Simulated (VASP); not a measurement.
Crystal: TiB2.

```
Ti B
1.0
     3.02320    0.00000    0.00000
    -1.51160    2.61817    0.00000
     0.00000    0.00000    3.22682
Ti B
1 2
Direct
  0.00000 0.00000 0.00000
  0.33333 0.66667 0.50000
  0.66667 0.33333 0.50000
```

Base run:

* Program: VASP 6.6.1
* Functional: PBE
* Potentials or basis: VASP PAW PBE potentials, release 64 (Ti_sv, B)
* Cutoff: 520 eV
* k mesh: 12 × 12 × 8
* Occupations: fermi-dirac, width 0.02 eV
* Spin: no spin polarisation

Its results: band gap on the k mesh zero (bands 9 and 10 overlap by 0.61 eV); pressure 1.6 GPa.

Task: The run is repeated on the same cell with these changes: functional from PBE to r2SCAN. What comes out?

Result: Band gap on the k mesh zero (bands 9 and 10 overlap by 0.72 eV); pressure 0.8 GPa.

Caveats: the PAW data sets were made with another functional, which shifts forces and pressure a little (at least some runs).
